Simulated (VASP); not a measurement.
Here is a VASP 6.6.1 calculation.

INCAR

```
ALGO = Normal
EDIFF = 1E-6
ENCUT = 520
ISIF = 2
ISMEAR = -1
LASPH = T
LCHARG = F
LREAL = F
LWAVE = F
NBANDS = 46
NELM = 60
PREC = Accurate
SIGMA = 0.1
```

KPOINTS

```
k-points
0
Gamma
  4 4 4
```

Contents of POSCAR:

```
K
1.0
    8.0473538761      0.0000000000      0.0000000000
    0.0000000000      8.0473538761      0.0000000000
    0.0000000000      0.0000000000      8.0473538761
K
8
Direct
    1.0000000000      0.0000000000      1.0000000000
    0.5000000000      0.5000000000      0.5000000000
    0.2500000000      1.0000000000      0.5000000000
    0.7500000000      1.0000000000      0.5000000000
    0.5000000000      0.2500000000      1.0000000000
    0.5000000000      0.7500000000      1.0000000000
    0.0000000000      0.5000000000      0.2500000000
    0.0000000000      0.5000000000      0.7500000000
```

Potentials or basis: VASP PAW LDA potentials, release 64 (K_sv).

Run with:

```bash
$ cat potpaw_LDA.64/K_sv/POTCAR > POTCAR
$ mpirun -np 1 vasp_std > vasp.out
```

Problem. Predict the band gap on the k mesh.

Solution. Zero (bands 36 and 37 overlap by 0.91 eV).

Problem. What does it give for the pressure?

Solution. 0.0 GPa.
